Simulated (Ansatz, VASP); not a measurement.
## One calculation of Mg3ZrN3, two programs

```
CELL_PARAMETERS angstrom
2.51731 1.45337 4.45196
-2.51731 1.45337 4.45196
0.00000 -2.90674 4.45196
ATOMIC_POSITIONS crystal
Mg 0.00000 0.00000 0.50000
Mg 0.50000 0.00000 0.00000
Mg 0.00000 0.50000 0.00000
Zr 0.50000 0.50000 0.50000
N 0.50000 0.50000 0.00000
N 0.00000 0.50000 0.50000
N 0.50000 0.00000 0.50000
```

Alike in both runs: task relaxation of cell and atoms; functional PBE; k mesh 3 × 3 × 3; occupations gaussian, width 0.15 eV; no spin polarisation.

|  | VASP | Ansatz |
| --- | --- | --- |
| version | VASP 6.6.1 | Ansatz 0.2.0 |
| potentials or method | VASP PAW PBE potentials, release 64 (Mg, Zr_sv, N), cutoff 600 eV | scalar-relativistic, plane waves, PAW |
| valence electrons in the cell | 33 | 57 |

VASP gave:

- gap on the k mesh at the Fermi level, each at its own relaxed structure (eV): none
- relaxed volume (Å³/atom): 12.64
- relaxed cell length with the largest relative difference (Å): 4.457

Problem. Estimate Ansatz's values.

Solution. gap on the k mesh at the Fermi level, each at its own relaxed structure (eV): none; relaxed volume (Å³/atom): 12.72; relaxed cell length with the largest relative difference (Å): 4.465.

A gap of «none» marks a metal or a gap that the smearing closes. VASP's potentials hold 33 valence electrons a cell and Ansatz's 57, so a difference there can come from the potentials and not from the codes.

The k mesh is coarse, so the values compare programs but aren't converged.
